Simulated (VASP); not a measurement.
Set up this calculation in VASP 6.6.1, as the native input.

- Task: single point
- Functional: LDA
- Potentials or basis: VASP PAW LDA potentials, release 64 (Nb_sv)
- Cutoff: 520 eV
- k mesh: 11 × 11 × 1
- Occupations: fermi-dirac, width 0.05 eV
- Spin: no spin polarisation
- Dipole correction: yes
- Further INCAR settings: ALGO = Normal; EDIFF = 1e-07; NBANDS = 40

The structure of Nb lies in POSCAR:

```
Nb
1.0
    3.2478102620      0.0000000000      0.0000000000
    0.0000000000      3.2478102620      0.0000000000
    0.0000000000      0.0000000000     22.4956000000
Nb
5
Direct
    0.0000000000      0.0000000000      0.3644448694
    0.5000000000      0.5000000000      0.4263684827
    0.0000000000      0.0000000000      0.5000000126
    0.5000000000      0.5000000000      0.5736315161
    0.0000000000      0.0000000000      0.6355551192
```

The input as run:

INCAR

```
ALGO = Normal ; DIPOL = 0.5 0.5 0.500
EDIFF = 1E-7 ; ENCUT = 520
GGA = CA ; IDIPOL = 3
ISIF = 2 ; ISMEAR = -1
LASPH = True ; LCHARG = False
LDIPOL = True ; LREAL = False
LWAVE = False ; NBANDS = 40
NELM = 60 ; PREC = Accurate
SIGMA = 0.05
```

KPOINTS

```
k-points
0
Gamma
  11 11 1
```

Potentials or basis: VASP PAW LDA potentials, release 64 (Nb_sv).

Launch:

```console
$ cat potpaw_LDA.64/Nb_sv/POTCAR > POTCAR
$ mpirun -np 1 vasp_std > vasp.out
```

Results of the run:

```
Largest force          : 0.006 eV/Å
Band gap on the k mesh : zero (an odd number of electrons rules out a gap without spin polarisation)
```

Wall time 4.3 min on 1 thread of Intel(R) Xeon(R) Platinum 8488C (Sapphire Rapids) (shared host), peak memory 0.32 GiB.
